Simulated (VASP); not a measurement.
# Li in VASP: settings compared, part 2 of 3

VASP 6.6.1. Earlier steps stand in the parts before.

**3. Single point, PBE**

This run uses another cell than the first one: it holds 2 atoms, not 4.

File INCAR:

```
SYSTEM = Li
PREC = Accurate
ENCUT = 520
EDIFF = 1E-7
ISMEAR = 0
SIGMA = 0.1
LREAL = .FALSE.
LASPH = .TRUE.
NELM = 80
ALGO = Normal
ISIF = 2
LWAVE = .FALSE.
LCHARG = .FALSE.
GGA = PE
NBANDS = 10
```

File KPOINTS:

```
regular mesh
0
G
  21 21 12
  0 0 0
```

File POSCAR:

```
Li
1.0
    3.0593098315      0.0000000000      0.0000000000
   -1.5296549157      2.6494400321      0.0000000000
    0.0000000000      0.0000000000      4.9876809184
Li
2
Direct
    0.3333333333      0.6666666667      0.2500000000
    0.6666666667      0.3333333333      0.7500000000
```

Potentials or basis: VASP PAW PBE potentials, release 64 (Li_sv).

Command:

```console
cat potpaw_PBE.64/Li_sv/POTCAR > POTCAR
mpirun -np 1 vasp_std > vasp.out
```

OUTCAR:

```text
SYSTEM = Li
   PREC = Accurate
   ENCUT = 520
   EDIFF = 1E-7
   ISMEAR = 0
   LREAL = .FALSE.
   LASPH = .TRUE.
   NELM = 80
   ISIF = 2
   GGA = PE

 ion  position               nearest neighbor table
   1  0.333  0.667  0.250-
   2  0.667  0.333  0.750-

  LATTYP: Found a hexagonal cell.
 ALAT       =     3.0593098315
 C/A-ratio  =     1.6303287974

  Lattice vectors:

 A1 = (   3.0593098315,   0.0000000000,   0.0000000000)
 A2 = (  -1.5296549157,   2.6494400321,   0.0000000000)
 A3 = (   0.0000000000,   0.0000000000,   4.9876809184)

Analysis of symmetry for initial positions (statically):
=====================================================================
 Subroutine PRICEL returns:
 Original cell was already a primitive cell.

 Routine SETGRP: Setting up the symmetry group for a
 hexagonal supercell.

 Subroutine GETGRP returns: Found 24 space group operations
 (whereof 12 operations were pure point group operations)
 out of a pool of 24 trial point group operations.

The static configuration has the point symmetry D_3d.
 The point group associated with its full space group is D_6h.

Analysis of symmetry for dynamics (positions and initial velocities):
=====================================================================
 Subroutine PRICEL returns:
 Original cell was already a primitive cell.

 Routine SETGRP: Setting up the symmetry group for a
 hexagonal supercell.

 Subroutine GETGRP returns: Found 24 space group operations
 (whereof 12 operations were pure point group operations)
 out of a pool of 24 trial point group operations.

The dynamic configuration has the point symmetry D_3d.
 The point group associated with its full space group is D_6h.

 Subroutine INISYM returns: Found 24 space group operations
 (whereof 12 operations are pure point group operations),
 and found     1 'primitive' translations

----------------------------------------------------------------------------------------

                                     Primitive cell

  volume of cell :      40.4274

  direct lattice vectors                    reciprocal lattice vectors
     3.059309831  0.000000000  0.000000000     0.326871110  0.188719123  0.000000000
    -1.529654916  2.649440032  0.000000000     0.000000000  0.377438247  0.000000000
     0.000000000  0.000000000  4.987680918     0.000000000  0.000000000  0.200493980

  length of vectors
     3.059309831  3.059309831  4.987680918     0.377438247  0.377438247  0.200493980

  position of ions in fractional coordinates (direct lattice)
     0.333333333  0.666666667  0.250000000
     0.666666667  0.333333333  0.750000000

  ion indices of the primitive-cell ions
   primitive index   ion index
                 1           1
                 2           2

----------------------------------------------------------------------------------------

 KPOINTS: regular mesh

Automatic generation of k-mesh.
 Grid dimensions read from file:
 generate k-points for:   21   21   12

 Generating k-lattice:

  Cartesian coordinates                     Fractional coordinates (reciprocal lattice)
     0.015565291  0.008986625  0.000000000     0.047619048  0.000000000  0.000000000
     0.000000000  0.017973250  0.000000000     0.000000000  0.047619048  0.000000000
     0.000000000  0.000000000  0.016707832     0.000000000  0.000000000  0.083333333

  Length of vectors
     0.017973250  0.017973250  0.016707832

  Shift w.r.t. Gamma in fractional coordinates (k-lattice)
     0.000000000  0.000000000  0.000000000

 Subroutine IBZKPT returns following result:
 ===========================================

 Found    336 irreducible k-points:

 Following reciprocal coordinates:
            Coordinates               Weight
  0.000000  0.000000  0.000000      1.000000
  0.047619  0.000000  0.000000      6.000000
  0.095238 -0.000000  0.000000      6.000000
  0.142857 -0.000000  0.000000      6.000000
  0.190476 -0.000000  0.000000      6.000000
  0.238095 -0.000000  0.000000      6.000000
[... 16 lines left out ...]
  0.142857  0.095238  0.000000     12.000000
  0.190476  0.095238  0.000000     12.000000
 [... further k-points ...]
   k-points           NKPTS =    336   k-points in BZ     NKDIM =    336   number of bands    NBANDS=     10
   number of dos      NEDOS =    301   number of ions     NIONS =      2
   total plane-waves  NPLWV =  23040
   dimension x,y,z NGX =    24 NGY =   24 NGZ =   40
   dimension x,y,z NGXF=    48 NGYF=   48 NGZF=   80
   ions per type =               2
   NGX,Y,Z   is equivalent  to a cutoff of  13.04, 13.04, 13.33 a.u.
   NGXF,Y,Z  is equivalent  to a cutoff of  26.08, 26.08, 26.67 a.u.
 SYSTEM =  Li
   PREC   = accura    normal or accurate (medium, high low for compatibility)
   ISTART =      0    job   : 0-new  1-cont  2-samecut
   ICHARG =      2    charge: 1-file 2-atom 10-const
   ISPIN  =      1    spin polarized calculation?
   LNONCOLLINEAR =      F non collinear calculations
   LSORBIT =      F    spin-orbit coupling
   LASPH  =      T    aspherical Exc in radial PAW
   ENCUT  =  520.0 eV  38.22 Ry    6.18 a.u.   5.69  5.69  9.27*2*pi/ulx,y,z
   NELM   =     80;   NELMIN=  2; NELMDL= -5     # of ELM steps
   EDIFF  = 0.1E-06   stopping-criterion for ELM
   LREAL  =      F    real-space projection
   EDIFFG = 0.1E-05   stopping-criterion for IOM
   NSW    =      0    number of steps for IOM
   IBRION =     -1    ionic relax: 0-MD 1-quasi-New 2-CG
   NFREE  =      0    steps in history (QN), initial steepest desc. (CG)
   ISIF   =      2    stress and relaxation
   ISYM   =      2    0-nonsym 1-usesym 2-fastsym
   POTIM  = 0.5000    time-step for ionic-motion
   TEBEG  =    0.0;   TEEND  =   0.0 temperature during run
   PSTRESS=    0.0 pullay stress
   NELECT =       6.0000    total number of electrons
   NUPDOWN=      -1.0000    fix difference up-down
   EMIN   =  10.00;   EMAX   =-10.00  energy-range for DOS
   EFERMI =   0.00;   METHOD = LEGACY
   ISMEAR =     0;   SIGMA  =   0.10  broadening in eV -4-tet -1-fermi 0-gaus
   EFERMI_NEDOS =   21; number of points for ismear=-14 and -15
   IALGO  =     38    algorithm
   IMIX   =      4    mixing-type and parameters
     AMIX     =   0.40;   BMIX     =  1.00
     AMIX_MAG =   1.60;   BMIX_MAG =  1.00
  volume/ion in A,a.u.               =      20.21       136.41
  Fermi-wavevector in a.u.,A,eV,Ry     =   0.866762  1.637943 10.221734  0.751276
  Thomas-Fermi vector in A             =   1.985198
   LORBIT       =      0    0 simple, 1 ext, 2 COOP (PROOUT), +10 PAW based schemes
   GGA     = PE    functional components
   LHFCALC =     F    Hartree Fock is set to
   AEXX    =    0.0000 exact exchange contribution
   IVDW    =     0    specifies the selected vdW correction
   LEPSILON=     F    determine dielectric tensor
   LRPA    =     F    only Hartree local field effects (RPA)
 non-spin polarized calculation
 Gauss-broadening in eV      SIGMA  =   0.10
  energy-cutoff  :      520.00
  volume of cell :       40.43
 maximum number of plane-waves:      1108
 NGX is ok and might be reduce to    24

 number of electron       5.9999999 magnetization

 Free energy of the ion-electron system (eV)
  ---------------------------------------------------
  ext. energy  EPLUGINS =         0.00000000
  ---------------------------------------------------
  free energy    TOTEN  =        -3.81484547 eV

  energy without entropy =       -3.80973317  energy(sigma->0) =       -3.81228932

 E-fermi :   0.6172     XC(G=0):  -7.0510

 val. band max:        0.6159961126   @ k =   0.1905   0.0952   0.2500
 cond. band min:       0.6202989580   @ k =   0.3333   0.0476   0.4167
 fundamental gap:      0.0043028454
 Fermi energy:         0.6172388990

 k-point     1 :       0.0000    0.0000    0.0000
  band No.  band energies     occupation
      1     -45.8906      2.00000
      2     -45.8723      2.00000
      3      -2.9316      2.00000
      4       0.6243      0.91995
      5       3.5776      0.00000
      6      13.0900      0.00000
      7      13.0900      0.00000
      8      14.4953      0.00000
      9      14.4953      0.00000
     10      15.1606      0.00000
[... 287 lines left out ...]
 k-point    24 :       0.1905    0.0952    0.0000
  band No.  band energies     occupation
      1     -45.8822      2.00000
      2     -45.8686      2.00000
      3      -1.9198      2.00000
      4       1.9547      0.00000
      5       3.8568      0.00000
      6       8.0289      0.00000
      7       9.5040      0.00000
      8      12.5168      0.00000
      9      12.9852      0.00000
     10      13.8492      0.00000

 [... further k-points ...]
[... 5 lines left out ...]
  --------------------------------------------------------------------------------------
  -------------------------------------------------------------------------------------
  Total       -0.0115446     -0.0115446     -0.0170020     -0.0000000     -0.0000000      0.0000000
  in kB       -0.4575250     -0.4575250     -0.6738033     -0.0000000     -0.0000000      0.0000000
  external PRESSURE =      -0.5296178 kB  Pullay stress =       0.0000000 kB

 VOLUME and BASIS-vectors are now :
 -----------------------------------------------------------------------------
  energy-cutoff  :      520.00
  volume of cell :       40.43
      direct lattice vectors                 reciprocal lattice vectors
     3.059309831  0.000000000  0.000000000     0.326871110  0.188719123  0.000000000
    -1.529654916  2.649440032  0.000000000     0.000000000  0.377438247  0.000000000
     0.000000000  0.000000000  4.987680918     0.000000000  0.000000000  0.200493980

 POSITION                                       TOTAL-FORCE (eV/Angst)
 -----------------------------------------------------------------------------------
     -0.00000      1.76629      1.24692        -0.000000      0.000000      0.000000
      1.52965      0.88315      3.74076         0.000000     -0.000000      0.000000
 -----------------------------------------------------------------------------------
    total drift:                               -0.000000      0.000000      0.000000

  FREE ENERGIE OF THE ION-ELECTRON SYSTEM (eV)
  ---------------------------------------------------
  free  energy   TOTEN  =        -3.8148454718 eV

  energy  without entropy=       -3.8097331694  energy(sigma->0) =       -3.81228932
```

Wall time 88 s (1 thread of AMD EPYC 7R13 (Zen 3), shared host); peak memory 0.2 GiB.

Results:

```
Free energy            : -3.8148 eV
Band gap on the k mesh : zero (band 3 reaches 2.80 eV, above the bottom of band 4 at -1.81 eV)
```

Caveat: the cutoff is under 1.25 times the usual one of these potentials, so pressure, stress and relaxed cells hold a basis-set (Pulay) error.

**4. Single point, r2SCAN**

This run uses another cell than the first one: it holds 2 atoms, not 4.

POSCAR is that of step 3.

File INCAR.step1:

```
ALGO = Normal ; EDIFF = 1E-4
ENCUT = 520 ; GGA = PE
ISMEAR = 0 ; LASPH = True
LCHARG = False ; LREAL = False
LWAVE = True ; NBANDS = 10
NELM = 60 ; PREC = Accurate
SIGMA = 0.1
```

File INCAR.step2:

```
ALGO = Normal ; EDIFF = 1E-6
ENCUT = 520 ; ISIF = 2
ISMEAR = 0 ; ISTART = 1
LASPH = True ; LCHARG = False
LMIXTAU = True ; LREAL = False
LWAVE = False ; METAGGA = R2SCAN
NBANDS = 10 ; NELM = 60
PREC = Accurate ; SIGMA = 0.1
```

File KPOINTS:

```
k-points
0
Gamma
  21 21 12
```

Command:

```console
cat potpaw_PBE.64/Li_sv/POTCAR > POTCAR
cp INCAR.step1 INCAR
mpirun -np 1 vasp_std > vasp.out
cp INCAR.step2 INCAR
mpirun -np 1 vasp_std > vasp.out
```

Run time: 7.1 min. Hardware: 1 thread of AMD EPYC 7R13 (Zen 3), shared host; peak memory 0.2 GiB.

It converged, with:

```yaml
Free_energy: -4.7661 eV
Band_gap_on_the_k_mesh: zero (band 3 reaches 3.00 eV, above the bottom of band 4 at -2.03 eV)
```

Levels at points of the mesh, in eV from the Fermi level:
```tsv
k point	band 1	band 2	band 3	band 4	band 5	band 6	band 7
(0.00, 0.00, 0.00)	-48.03	-48.01	-3.87	0.02	3.18	13.81	13.82
(0.00, 0.00, 0.50)	-48.02	-48.02	-2.65	-2.65	8.72	8.72	14.87
```

Caveat: the cutoff is under 1.25 times the usual one of these potentials, so pressure, stress and relaxed cells hold a basis-set (Pulay) error; the PAW data sets were made with another functional, which shifts forces and pressure a little.

**5. Relaxation of cell and atoms, PBE**

This run uses another cell than the first one, of 19.45 Å³/atom, 0.958 times its volume.

File INCAR:

```
SYSTEM = Li
  PREC = Accurate
  ENCUT = 600
  EDIFF = 1E-7
  ISMEAR = 0
  SIGMA = 0.2
  LREAL = .FALSE.
  LASPH = .TRUE.
  NELM = 100
  ALGO = Fast
  ISIF = 3
  LWAVE = .FALSE.
  LCHARG = .FALSE.
  GGA = PE
  IBRION = 2
  NSW = 80
  EDIFFG = -0.025
```

File KPOINTS:

```
Automatic mesh
0
G
  8 4 4
  0 0 0
```

File POSCAR:

```
Li
1.0
   -1.5252673413      2.6541367794      0.0358751530
   -0.0302696832      0.0500602560      4.9221486347
    4.4664143925      2.5909818008     -0.0012580723
Li
4
Direct
    0.4910638933      0.2374431008      0.1622680545
    1.0082826588      0.2404573003      0.6825556720
    1.0153974698      0.7480035581      0.3311875811
    0.4852559781      0.7740960408      0.8239886924
```

Command:

```console
cat potpaw_PBE.64/Li_sv/POTCAR > POTCAR
mpirun -np 1 vasp_std > vasp.out
```

Wall time 7.1 min (1 thread of AMD EPYC 7R13 (Zen 3), shared host); peak memory 0.19 GiB.

The run converged. Its results:

- Free energy: -7.6475 eV
- Relaxed volume: 20.11 Å³/atom
- Relaxed cell: a = 3.126 Å, b = 4.966 Å, c = 5.180 Å, α = 89.68°, β = 90.01°, γ = 89.85°
- Space group after relaxing (to 0.05 Å): P2/m (No. 10)
- Energy gained by relaxing: 10.7 meV/atom
- Ionic steps: 10
- Pressure after relaxing: 0.0 GPa
- Largest force after relaxing: 0.024 eV/Å
- Band gap on the k mesh: zero (band 6 reaches 1.54 eV, above the bottom of band 7 at -0.73 eV)

Forces on the atoms (eV/Å):
```
Li  -0.006  0.002  0.012
Li   0.009  0.002 -0.021
Li   0.005 -0.011  0.016
Li  -0.009  0.007 -0.007
```

The path:
```csv
step,energy change (eV),largest force (eV/Å),pressure (GPa),volume (Å³)
1,0.0000,0.2878,0.62,77.79
2,-0.0122,0.2424,0.42,78.64
3,-0.0340,0.1248,-0.08,81.23
4,-0.0223,0.0986,-0.84,86.56
5,-0.0376,0.0556,-0.37,83.03
6,-0.0377,0.0624,-0.34,82.82
7,-0.0404,0.0469,-0.22,82.00
8,-0.0421,0.0437,0.17,79.57
9,-0.0426,0.0270,0.04,80.36
10,-0.0429,0.0235,0.02,80.43
```

Final structure:
```xyz
4
Lattice="-1.5636 2.7072 0.0035 0.0084 0.0131 4.9661 4.4866 2.5898 0.0144" Properties=species:S:1:pos:R:3 pbc="T T T"
Li   -0.0062    1.8043    1.2279
Li    1.4542    4.4451    1.2760
Li    1.4703    0.8705    3.7104
Li    2.9444    3.5002    3.7537
```

Levels at points of the mesh, in eV from the Fermi level:
```
           k point  band 2  band 3  band 4  band 5  band 6  band 7  band 8  band 9  band 10
(0.00, 0.00, 0.00)  -46.49  -46.49  -46.48   -3.57    0.00    0.03    1.34    2.99     4.92
(0.50, 0.00, 0.00)  -46.49  -46.49  -46.48   -0.70   -0.69    3.19    3.19    3.72     3.75
(0.00, 0.50, 0.00)  -46.50  -46.49  -46.49   -2.44   -2.44    0.86    0.90    3.66     3.72
(0.50, 0.50, 0.00)  -46.49  -46.49  -46.49    0.36    0.38    0.40    0.45    4.65     4.69
(0.00, 0.00, 0.50)  -46.50  -46.49  -46.48   -2.53   -2.53    1.38    1.38    3.30     3.31
(0.50, 0.00, 0.50)  -46.49  -46.49  -46.48   -0.15   -0.15    0.89    0.90    4.62     4.63
(0.00, 0.50, 0.50)  -46.49  -46.49  -46.49   -1.40   -1.39   -1.37   -1.37    7.75     7.83
(0.50, 0.50, 0.50)  -46.49  -46.49  -46.49    0.56    0.58    0.59    0.62    3.43     3.45
```

Caveat: the cutoff is under 1.25 times the usual one of these potentials, so pressure, stress and relaxed cells hold a basis-set (Pulay) error.

[end of part 2 of 3]
